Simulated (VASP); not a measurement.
Crystal: TiAl3.

```xyz
4
Lattice="-1.9111 1.9111 4.2807 1.9111 -1.9111 4.2807 1.9111 1.9111 -4.2807" Properties=species:S:1:pos:R:3 pbc="T T T"
Ti    0.0000    0.0000    0.0000
Al    1.9111    0.0000    2.1403
Al    0.0000    1.9111    2.1403
Al    0.0000    0.0000    4.2807
```

- Program: VASP 6.6.1
- Task: relaxation of cell and atoms
- Functional: LDA
- Potentials or basis: VASP PAW LDA potentials, release 64 (Ti_sv, Al)
- Cutoff: 600 eV
- k mesh: 10 × 10 × 10
- Occupations: fermi-dirac, width 0.05 eV
- Spin: no spin polarisation

At the start: pressure -3.3 GPa; volume 15.63 Å³/atom.

**Question.** How do energy, volume and symmetry change on relaxing?

**Answer.** Over 3 steps the energy falls by 5.0 meV/atom and the volume is 15.17 Å³/atom (-3.0 %); space group I4/mmm (No. 139, to 0.1 Å) before and after.

The path:
```csv
step,energy change (eV),largest force (eV/Å),pressure (GPa),volume (Å³)
1,0.0000,0.0000,-3.34,62.54
2,-0.0136,0.0000,2.07,59.63
3,-0.0202,0.0000,0.01,60.66
```

Final structure:
```
Ti Al
1.0
    -1.89105    1.89105    4.24082
     1.89105   -1.89105    4.24082
     1.89105    1.89105   -4.24082
Ti Al
1 3
Cartesian
  0.0000 0.0000 0.0000
  1.8910 0.0000 2.1204
  0.0000 1.8910 2.1204
  0.0000 0.0000 4.2408
```
